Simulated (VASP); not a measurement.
# HC12 (a cell with a defect) in VASP: single point with PBE

Aim: the single point of HC12 (a cell with a defect) with PBE.

Program: VASP 6.6.1. These are calculated values, not measurements. Logs are shortened: lines on timing, memory, paths and dates and some standing lists are left out, and cuts for length are marked.

## (1) The cell of the first run

The cell holds a defect, 13 atoms: a = 4.374 Å, b = 4.374 Å, c = 4.374 Å, α = 80.41°, β = 70.53°, γ = 60.00°.

## (2) Single point, PBE

INCAR

```
SYSTEM = HC12
PREC     = Accurate       ! precision mode
ENCUT    = 520            ! plane-wave cutoff, eV
EDIFF    = 1E-6           ! SCF threshold, eV
ISMEAR   = 0              ! smearing method
SIGMA    = 0.05           ! smearing width, eV
LREAL    = .FALSE.        ! projectors in reciprocal space
LASPH    = .TRUE.         ! aspherical terms in the spheres
NELM     = 80             ! most SCF steps
ALGO     = Normal         ! electronic algorithm
ISIF     = 2              ! what is computed and relaxed
LWAVE    = .FALSE.        ! write WAVECAR
LCHARG   = .FALSE.        ! write CHGCAR
GGA      = PE             ! functional
NBANDS   = 36             ! bands
NELECT   = 48.0
```

KPOINTS

```
regular mesh
0
G
  6 6 6
  0 0 0
```

POSCAR

```
HC12
1.0
   -3.5715485858     -1.7857742929     -1.7857742929
   -1.7857742929     -3.5715485858      1.7857742929
   -3.5715485858      1.7857742929      1.7857742929
C H
12 1
Direct
    0.9166666667      0.6666666667      0.2500000000
    0.5833333333      0.3333333333      0.2500000000
    0.2500000000      0.0000000000      0.2500000000
    0.0833333333      0.3333333333      0.7500000000
    0.7500000000      0.0000000000      0.7500000000
    0.4166666667      0.6666666667      0.7500000000
    0.5416666667      0.6666666667      0.3750000000
    0.2083333333      0.3333333333      0.3750000000
    0.8750000000      0.0000000000      0.3750000000
    0.7083333333      0.3333333333      0.8750000000
    0.3750000000      0.0000000000      0.8750000000
    0.0416666667      0.6666666667      0.8750000000
    0.5625000000      0.5000000000      0.0625000000
```

Potentials or basis: VASP PAW PBE potentials, release 64 (C, H).

Launch:

```sh
$ cat potpaw_PBE.64/C/POTCAR potpaw_PBE.64/H/POTCAR > POTCAR
$ mpirun -np 1 vasp_std > vasp.out
```

OUTCAR:

```text
SYSTEM = HC12
   PREC = Accurate
   ENCUT = 520
   EDIFF = 1E-6
   ISMEAR = 0
   LREAL = .FALSE.
   LASPH = .TRUE.
   NELM = 80
   ISIF = 2
   GGA = PE
   NELECT = 48.0

 ion  position               nearest neighbor table
   1  0.917  0.667  0.250-   9 1.55   7 1.55  12 1.55   8 1.55
   2  0.583  0.333  0.250-  13 1.00  10 1.55   8 1.55   9 1.55   7 1.55
   3  0.250  0.000  0.250-   8 1.55   9 1.55  11 1.55   7 1.55
   4  0.083  0.333  0.750-   8 1.55  10 1.55  11 1.55  12 1.55
   5  0.750  0.000  0.750-  10 1.55   9 1.55  11 1.55  12 1.55
   6  0.417  0.667  0.750-  11 1.55   7 1.55  12 1.55  10 1.55
   7  0.542  0.667  0.375-   1 1.55   6 1.55   3 1.55   2 1.55
   8  0.208  0.333  0.375-   3 1.55   2 1.55   4 1.55   1 1.55
   9  0.875  0.000  0.375-   1 1.55   3 1.55   5 1.55   2 1.55
  10  0.708  0.333  0.875-  13 1.00   5 1.55   2 1.55   4 1.55   6 1.55
  11  0.375  0.000  0.875-   6 1.55   5 1.55   3 1.55   4 1.55
  12  0.042  0.667  0.875-   1 1.55   6 1.55   5 1.55   4 1.55
  13  0.562  0.500  0.062-  10 1.00   2 1.00

  LATTYP: Found a base centered monoclinic cell.
 ALAT       =     4.3742358134
 B/A-ratio  =     1.7320508076
 C/A-ratio  =     1.0000000000
 COS(beta)  =    -0.3333333333

  Lattice vectors:

 A1 = (   1.7857742929,  -1.7857742929,   3.5715485858)
 A2 = (   1.7857742929,   3.5715485858,  -1.7857742929)
 A3 = (  -3.5715485858,   1.7857742929,   1.7857742929)

Analysis of symmetry for initial positions (statically):
=====================================================================
 Subroutine PRICEL returns:
 Original cell was already a primitive cell.

 Routine SETGRP: Setting up the symmetry group for a
 base centered monoclinic supercell.

 Subroutine GETGRP returns: Found  2 space group operations
 (whereof  1 operations were pure point group operations)
 out of a pool of  4 trial point group operations.

The static configuration has the point symmetry C_1 .
 The point group associated with its full space group is C_2 .

Analysis of symmetry for dynamics (positions and initial velocities):
=====================================================================
 Subroutine PRICEL returns:
 Original cell was already a primitive cell.

 Routine SETGRP: Setting up the symmetry group for a
 base centered monoclinic supercell.

 Subroutine GETGRP returns: Found  2 space group operations
[... 131 lines left out ...]
   NFREE  =      0    steps in history (QN), initial steepest desc. (CG)
   ISIF   =      2    stress and relaxation
   ISYM   =      2    0-nonsym 1-usesym 2-fastsym
   POTIM  = 0.5000    time-step for ionic-motion
   TEBEG  =    0.0;   TEEND  =   0.0 temperature during run
   PSTRESS=    0.0 pullay stress
   NELECT =      48.0000    total number of electrons
   NUPDOWN=      -1.0000    fix difference up-down
   EMIN   =  10.00;   EMAX   =-10.00  energy-range for DOS
   EFERMI =   0.00;   METHOD = LEGACY
   ISMEAR =     0;   SIGMA  =   0.05  broadening in eV -4-tet -1-fermi 0-gaus
   EFERMI_NEDOS =   21; number of points for ismear=-14 and -15
   IALGO  =     38    algorithm
   IMIX   =      4    mixing-type and parameters
     AMIX     =   0.40;   BMIX     =  1.00
     AMIX_MAG =   1.60;   BMIX_MAG =  1.00
  volume/ion in A,a.u.               =       5.26        35.47
  Fermi-wavevector in a.u.,A,eV,Ry     =   1.455241  2.750007 28.813417  2.117726
  Thomas-Fermi vector in A             =   2.572298
   LORBIT       =      0    0 simple, 1 ext, 2 COOP (PROOUT), +10 PAW based schemes
   GGA     = PE    functional components
   LHFCALC =     F    Hartree Fock is set to
   AEXX    =    0.0000 exact exchange contribution
   IVDW    =     0    specifies the selected vdW correction
   LEPSILON=     F    determine dielectric tensor
   LRPA    =     F    only Hartree local field effects (RPA)
 non-spin polarized calculation
 Gauss-broadening in eV      SIGMA  =   0.05
  energy-cutoff  :      520.00
  volume of cell :       68.34
 maximum number of plane-waves:      1862
 NGX is ok and might be reduce to    36
   NGX = 17   NGY = 17   NGZ = 17

 number of electron      48.0000002 magnetization

 Free energy of the ion-electron system (eV)
  ---------------------------------------------------
  ext. energy  EPLUGINS =         0.00000000
  ---------------------------------------------------
  free energy    TOTEN  =      -117.46074251 eV

  energy without entropy =     -117.46074251  energy(sigma->0) =     -117.46074251

 E-fermi :  10.0979     XC(G=0): -13.2190

 val. band max:        9.8074645378   @ k =   0.0000   0.0000   0.0000
 cond. band min:      13.2168683876   @ k =  -0.3333   0.3333   0.3333
 fundamental gap:      3.4094038498
 Fermi energy:        10.0978739104

 k-point     1 :       0.0000    0.0000    0.0000
  band No.  band energies     occupation
      1     -12.7131      2.00000
      2      -7.9534      2.00000
      3      -5.9198      2.00000
      4      -4.3055      2.00000
      5      -3.9478      2.00000
      6      -3.8018      2.00000
[... 925 lines left out ...]
     35      19.3888      0.00000
     36      19.6297      0.00000

 [... further k-points ...]
[... 5 lines left out ...]
  --------------------------------------------------------------------------------------
  -------------------------------------------------------------------------------------
  Total       -5.6840661     -3.9280569     -3.9280569     -3.9435601      0.6834267     -3.9435600
  in kB     -133.2627448    -92.0931656    -92.0931656    -92.4566392     16.0229176    -92.4566352
  external PRESSURE =    -105.8163587 kB  Pullay stress =       0.0000000 kB

 VOLUME and BASIS-vectors are now :
 -----------------------------------------------------------------------------
  energy-cutoff  :      520.00
  volume of cell :       68.34
      direct lattice vectors                 reciprocal lattice vectors
    -3.571548586 -1.785774293 -1.785774293    -0.139995296 -0.046665099 -0.233325493
    -1.785774293 -3.571548586  1.785774293     0.000000000 -0.186660394  0.186660394
    -3.571548586  1.785774293  1.785774293    -0.139995296  0.139995296  0.139995296

 POSITION                                       TOTAL-FORCE (eV/Angst)
 -----------------------------------------------------------------------------------
     -5.35732     -3.57155     -0.00000         0.065576      0.015688      0.050975
     -3.57155     -1.78577     -0.00000        -4.782766      9.018269      1.757428
     -1.78577      0.00000      0.00000        -0.022663     -0.096892      0.244123
     -3.57155      0.00000      1.78577        -0.506682     -0.214215     -0.251988
     -5.35732      0.00000      0.00000         0.284919      0.505068      0.453226
     -5.35732     -1.78577      1.78577         1.512164     -0.874725      0.349695
     -4.46444     -2.67866      0.89289        -1.512164     -0.349695      0.874725
     -2.67866     -0.89289      0.89289         0.506682      0.251988      0.214215
     -4.46444     -0.89289     -0.89289        -0.284919     -0.453226     -0.505068
     -6.25021     -0.89289      0.89289         4.782766     -1.757428     -9.018269
     -4.46444      0.89289      0.89289         0.022663     -0.244123      0.096892
     -4.46444     -0.89289      2.67866        -0.065576     -0.050975     -0.015688
     -3.12511     -2.67866      0.00000         0.000000     -5.749734      5.749734
 -----------------------------------------------------------------------------------
    total drift:                               -0.000000     -0.000028      0.000028

  FREE ENERGIE OF THE ION-ELECTRON SYSTEM (eV)
  ---------------------------------------------------
  free  energy   TOTEN  =      -117.4607425143 eV

  energy  without entropy=     -117.4607425143  energy(sigma->0) =     -117.46074251
```

stdout:

```text
POSCAR found type information on POSCAR C H
 POSCAR found :  2 types and      13 ions
 scaLAPACK will be used
 LDA part: xc-table for (Slater+PW92), standard interpolation
 POSCAR, INCAR and KPOINTS ok, starting setup
 FFT: planning ... GRIDC
 FFT: planning ... GRID_SOFT
 FFT: planning ... GRID
 WAVECAR not read
 entering main loop
 the old and the new charge density differ
 old charge density:    49.00000 new   48.00000
    0.138E+01
```

It took 71 s on 1 thread of Intel Xeon 6975P-C (Granite Rapids), shared host; peak memory 0.26 GiB.

Results:

| Quantity | Value |
| --- | --- |
| Free energy | -117.4607 eV |
| Largest force | 10.358 eV/Å |

Forces on the atoms (eV/Å):
```
C    0.066  0.016  0.051
C   -4.783  9.018  1.757
C   -0.023 -0.097  0.244
C   -0.507 -0.214 -0.252
C    0.285  0.505  0.453
C    1.512 -0.875  0.350
C   -1.512 -0.350  0.875
C    0.507  0.252  0.214
C   -0.285 -0.453 -0.505
C    4.783 -1.757 -9.018
C    0.023 -0.244  0.097
C   -0.066 -0.051 -0.016
H    0.000 -5.750  5.750
```

Caveat: the cell carries a net charge on a neutralising background, which shifts energy and pressure; the cell is charged against a uniform background, so pressure and absolute levels hang on convention.
